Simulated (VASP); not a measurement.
# SiO2 (P6_422) in VASP: notebook

The runs below take SiO2 through single point, with LDA.

Everything below comes from runs of VASP 6.6.1. Logs are shortened: lines on timing, memory, paths and dates and some standing lists are left out, and cuts for length are marked.

**1. The cell of the first run**

Symmetry: P6_422, No. 181, hexagonal system. The conventional cell has a = 4.559 Å, b = 4.559 Å, c = 5.666 Å, α = 90.00°, β = 90.00°, γ = 120.00°. Within 2.1 Å of Si (site symmetry 222) lie 4 O at 1.56 Å. Within 2.1 Å of O (site symmetry 2) lie 2 Si at 1.56 Å.

**2. Single point, LDA**

INCAR

```
SYSTEM = SiO2
PREC = Accurate
ENCUT = 520
EDIFF = 1E-6
ISMEAR = 0
SIGMA = 0.02
LREAL = .FALSE.
LASPH = .TRUE.
NELM = 60
ALGO = Normal
ISIF = 2
LWAVE = .FALSE.
LCHARG = .FALSE.
GGA = CA
NBANDS = 34
```

KPOINTS

```
Automatic mesh
0
G
  6 6 4
  0 0 0
```

POSCAR

```
SiO2
1.0
    4.5589606033      0.0000000000      0.0000000000
   -2.2794803017      3.9481756973      0.0000000000
    0.0000000000      0.0000000000      5.6661597070
Si O
3 6
Direct
    0.0000000000      0.5000000000      0.3333333333
    0.5000000000      0.5000000000      0.6666666667
    0.5000000000      0.0000000000      0.0000000000
    0.6255763250      0.8127881625      0.8333333333
    0.8127881625      0.6255763250      0.5000000000
    0.8127881625      0.1872118375      0.1666666667
    0.3744236750      0.1872118375      0.8333333333
    0.1872118375      0.3744236750      0.5000000000
    0.1872118375      0.8127881625      0.1666666667
```

Potentials or basis: VASP PAW LDA potentials, release 64 (Si, O).

On the command line:

```
$ cat potpaw_LDA.64/Si/POTCAR potpaw_LDA.64/O/POTCAR > POTCAR
$ mpirun -np 1 vasp_std > vasp.out
```

OUTCAR:

```text
SYSTEM = SiO2
   PREC = Accurate
   ENCUT = 520
   EDIFF = 1E-6
   ISMEAR = 0
   LREAL = .FALSE.
   LASPH = .TRUE.
   NELM = 60
   ISIF = 2
   GGA = CA

 ion  position               nearest neighbor table
   1  0.000  0.500  0.333-   6 1.56   9 1.56   8 1.56   5 1.56   3 2.96   3 2.96   2 2.96   2 2.96

   2  0.500  0.500  0.667-   4 1.56   7 1.56   5 1.56   8 1.56   3 2.96   3 2.96   1 2.96   1 2.96

   3  0.500  0.000  0.000-   6 1.56   9 1.56   7 1.56   4 1.56   1 2.96   1 2.96   2 2.96   2 2.96

   4  0.626  0.813  0.833-   2 1.56   3 1.56
   5  0.813  0.626  0.500-   2 1.56   1 1.56
   6  0.813  0.187  0.167-   1 1.56   3 1.56
   7  0.374  0.187  0.833-   2 1.56   3 1.56
   8  0.187  0.374  0.500-   2 1.56   1 1.56
   9  0.187  0.813  0.167-   1 1.56   3 1.56

  LATTYP: Found a hexagonal cell.
 ALAT       =     4.5589606033
 C/A-ratio  =     1.2428621785

  Lattice vectors:

 A1 = (   4.5589606033,   0.0000000000,   0.0000000000)
 A2 = (  -2.2794803017,   3.9481756973,   0.0000000000)
 A3 = (   0.0000000000,   0.0000000000,   5.6661597070)

Analysis of symmetry for initial positions (statically):
=====================================================================
 Subroutine PRICEL returns:
 Original cell was already a primitive cell.

 Routine SETGRP: Setting up the symmetry group for a
 hexagonal supercell.

 Subroutine GETGRP returns: Found 12 space group operations
 (whereof  4 operations were pure point group operations)
 out of a pool of 24 trial point group operations.

The static configuration has the point symmetry D_2 .
 The point group associated with its full space group is D_6 .

Analysis of symmetry for dynamics (positions and initial velocities):
=====================================================================
 Subroutine PRICEL returns:
 Original cell was already a primitive cell.

 Routine SETGRP: Setting up the symmetry group for a
 hexagonal supercell.

 Subroutine GETGRP returns: Found 12 space group operations
 (whereof  4 operations were pure point group operations)
 out of a pool of 24 trial point group operations.

The dynamic configuration has the point symmetry D_2 .
 The point group associated with its full space group is D_6 .

 Subroutine INISYM returns: Found 12 space group operations
 (whereof  4 operations are pure point group operations),
 and found     1 'primitive' translations

[... 109 lines left out ...]
   NFREE  =      0    steps in history (QN), initial steepest desc. (CG)
   ISIF   =      2    stress and relaxation
   ISYM   =      2    0-nonsym 1-usesym 2-fastsym
   POTIM  = 0.5000    time-step for ionic-motion
   TEBEG  =    0.0;   TEEND  =   0.0 temperature during run
   PSTRESS=    0.0 pullay stress
   NELECT =      48.0000    total number of electrons
   NUPDOWN=      -1.0000    fix difference up-down
   EMIN   =  10.00;   EMAX   =-10.00  energy-range for DOS
   EFERMI =   0.00;   METHOD = LEGACY
   ISMEAR =     0;   SIGMA  =   0.02  broadening in eV -4-tet -1-fermi 0-gaus
   EFERMI_NEDOS =   21; number of points for ismear=-14 and -15
   IALGO  =     38    algorithm
   IMIX   =      4    mixing-type and parameters
     AMIX     =   0.40;   BMIX     =  1.00
     AMIX_MAG =   1.60;   BMIX_MAG =  1.00
  volume/ion in A,a.u.               =      11.33        76.47
  Fermi-wavevector in a.u.,A,eV,Ry     =   1.273420  2.406414 22.063174  1.621598
  Thomas-Fermi vector in A             =   2.406244
   LORBIT       =      0    0 simple, 1 ext, 2 COOP (PROOUT), +10 PAW based schemes
   GGA     = CA    functional components
   LHFCALC =     F    Hartree Fock is set to
   AEXX    =    0.0000 exact exchange contribution
   IVDW    =     0    specifies the selected vdW correction
   LEPSILON=     F    determine dielectric tensor
   LRPA    =     F    only Hartree local field effects (RPA)
 non-spin polarized calculation
 Gauss-broadening in eV      SIGMA  =   0.02
  energy-cutoff  :      520.00
  volume of cell :      101.99
 maximum number of plane-waves:      2769
 NGX is ok and might be reduce to    36
   NGX = 17   NGY = 17   NGZ = 21

 number of electron      47.9999972 magnetization

 Free energy of the ion-electron system (eV)
  ---------------------------------------------------
  ext. energy  EPLUGINS =         0.00000000
  ---------------------------------------------------
  free energy    TOTEN  =       -76.19654226 eV

  energy without entropy =      -76.19654226  energy(sigma->0) =      -76.19654226

 E-fermi :   2.2757     XC(G=0): -10.2606

 val. band max:        2.1367663239   @ k =   0.0000   0.0000   0.0000
 cond. band min:       7.4007105689   @ k =   0.0000   0.0000   0.0000
 fundamental gap:      5.2639442450
 Fermi energy:         2.2756594607

 k-point     1 :       0.0000    0.0000    0.0000
  band No.  band energies     occupation
      1     -18.0062      2.00000
      2     -16.3317      2.00000
      3     -16.3317      2.00000
      4     -15.4079      2.00000
      5     -15.4079      2.00000
      6     -14.9843      2.00000
[... 766 lines left out ...]
     33      14.1565      0.00000
     34      14.5941      0.00000

------------------------ aborting loop because EDIFF is reached ----------------------------------------

  FORCE on cell =-STRESS in cart. coord.  units (eV):
  Direction    XX          YY          ZZ          XY          YZ          ZX
  --------------------------------------------------------------------------------------
  -------------------------------------------------------------------------------------
  Total       16.4328647     16.4328647     16.7052834     -0.0000000      0.0000000      0.0000000
  in kB      258.1503630    258.1503630    262.4298961     -0.0000000      0.0000000      0.0000000
  external PRESSURE =     259.5768741 kB  Pullay stress =       0.0000000 kB

 VOLUME and BASIS-vectors are now :
 -----------------------------------------------------------------------------
  energy-cutoff  :      520.00
  volume of cell :      101.99
      direct lattice vectors                 reciprocal lattice vectors
     4.558960603  0.000000000  0.000000000     0.219348243  0.126640767  0.000000000
    -2.279480302  3.948175697  0.000000000     0.000000000  0.253281535  0.000000000
     0.000000000  0.000000000  5.666159707     0.000000000  0.000000000  0.176486377

 POSITION                                       TOTAL-FORCE (eV/Angst)
 -----------------------------------------------------------------------------------
     -1.13974      1.97409      1.88872        -0.000000      0.000000      0.000000
      1.13974      1.97409      3.77744         0.000000      0.000000      0.000000
      2.27948      0.00000      0.00000         0.000000      0.000000     -0.000000
      0.99924      3.20903      4.72180         0.012768      0.007371      0.000000
      2.27948      2.46989      2.83308        -0.000000      0.014743     -0.000000
      3.27872      0.73915      0.94436         0.012768     -0.007371     -0.000000
      1.28024      0.73915      4.72180        -0.012768     -0.007371     -0.000000
     -0.00000      1.47829      2.83308         0.000000     -0.014743      0.000000
     -0.99924      3.20903      0.94436        -0.012768      0.007371     -0.000000
 -----------------------------------------------------------------------------------
    total drift:                                0.000000     -0.000000     -0.000001

  FREE ENERGIE OF THE ION-ELECTRON SYSTEM (eV)
  ---------------------------------------------------
  free  energy   TOTEN  =       -76.1965422600 eV

  energy  without entropy=      -76.1965422600  energy(sigma->0) =      -76.19654226
```

stdout:

```text
POSCAR found type information on POSCAR SiO
 POSCAR found :  2 types and       9 ions
 scaLAPACK will be used
 LDA part: xc-table for (Slater(with rela. corr.)+CA(PZ))
 , standard interpolation
 POSCAR, INCAR and KPOINTS ok, starting setup
 FFT: planning ... GRIDC
 FFT: planning ... GRID_SOFT
 FFT: planning ... GRID
 WAVECAR not read
 entering main loop
```

Run time: 65 s. Hardware: 1 thread of Intel Xeon Platinum 8259CL at 2.50GHz (Skylake/Cascade Lake), shared host; peak memory 0.2 GiB.

Results:

| Item | Value |
| --- | --- |
| Free energy | -76.1965 eV |
| Pressure | 26.0 GPa |
| Largest force | 0.015 eV/Å |
| Band gap on the k mesh | 5.26 eV, direct |

Forces in eV/Å, atoms in the order of the input:
```
Si   0.000  0.000  0.000
Si   0.000  0.000  0.000
Si   0.000  0.000  0.000
O    0.013  0.007  0.000
O    0.000  0.015  0.000
O    0.013 -0.007  0.000
O   -0.013 -0.007  0.000
O    0.000 -0.015  0.000
O   -0.013  0.007  0.000
```

**3. Single point, LDA**

INCAR

```
SYSTEM = SiO2
  ALGO = Normal
  EDIFF = 1E-6
  ENCUT = 520
  ISIF = 2
  ISMEAR = 0
  LASPH = .TRUE.
  LCHARG = .FALSE.
  LREAL = .FALSE.
  LWAVE = .FALSE.
  NBANDS = 34
  NELM = 80
  PREC = Accurate
  SIGMA = 0.02
```

KPOINTS

```
k-points
0
G
  6 6 4
  0 0 0
```

POSCAR is that of step 2.

Potentials or basis: VASP PAW LDA potentials, release 64 (Si, O).

On the command line:

```
$ cat potpaw_LDA.64/Si/POTCAR potpaw_LDA.64/O/POTCAR > POTCAR
$ mpirun -np 1 vasp_std > vasp.out
```

Run time: 66 s. Hardware: 1 thread of Intel Xeon Platinum 8259CL at 2.50GHz (Skylake/Cascade Lake), shared host; peak memory 0.2 GiB.

The run converged. Its results:

```
Free energy            : -76.1965 eV
Pressure               : 26.0 GPa
Largest force          : 0.015 eV/Å
Band gap on the k mesh : 5.26 eV, direct
```

Forces in eV/Å, atoms in the order of the input:
```
Si   0.000  0.000  0.000
Si   0.000  0.000  0.000
Si   0.000  0.000  0.000
O    0.013  0.007  0.000
O    0.000  0.015  0.000
O    0.013 -0.007  0.000
O   -0.013 -0.007  0.000
O    0.000 -0.015  0.000
O   -0.013  0.007  0.000
```

Stress tensor (GPa, compression positive):
```
25.82  0.00  0.00
 0.00 25.82  0.00
 0.00  0.00 26.24
```

Levels at points of the mesh, in eV from the valence-band top:
```
           k point  band 20  band 21  band 22  band 23  band 24  band 25  band 26  band 27  band 28  band 29
(0.00, 0.00, 0.00)    -1.87    -1.87    -0.90    -0.90     0.00     5.26     8.38     8.38     9.93    10.27
(0.50, 0.00, 0.00)    -1.65    -1.58    -1.22    -0.76    -0.28     7.31     8.24     9.32     9.78    10.30
(0.00, 0.00, 0.50)    -2.12    -1.80    -0.99    -0.15    -0.15     7.04     7.04     7.43     9.90     9.90
(0.50, 0.00, 0.50)    -1.64    -1.17    -1.16    -0.94    -0.59     8.20     8.24     8.65     9.39     9.56
```

[end of part 1 of 2]
